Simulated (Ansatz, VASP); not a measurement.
**One calculation of KF, two programs**

```
K F
1.0
     0.00000    2.67350    2.60666
     2.67350    0.00000    2.60666
     2.67350    2.67350    0.00000
K F
1 1
Direct
  0.00000 0.00000 0.00000
  0.50000 0.50000 0.50000
```

Change from the starting cell: strain +0.000 along x and y, -0.025 along z, atoms carried along.

Alike in both runs: task single point; functional r2SCAN; k mesh 8 × 8 × 8; occupations gaussian, width 0.05 eV; no spin polarisation.

```csv
,VASP,Ansatz
version,VASP 6.6.1,Ansatz 0.2.0
potentials or method,"VASP PAW PBE potentials, release 64 (K_sv, F), cutoff 520 eV","scalar-relativistic, plane waves, PAW"
valence electrons in the cell,16,16
```

```csv
,VASP,Ansatz,Ansatz less VASP
gap on the k mesh at the Fermi level (eV),6.92,6.92,+0.001
least direct gap on the mesh (eV),6.92,6.92,+0.001
pressure (GPa),0.4,0.4,+0.03
"traceless stress, the component that is largest in VASP (GPa)",1.21,1.17,-0.037
```

VASP's potentials were made for PBE, not for r2SCAN.
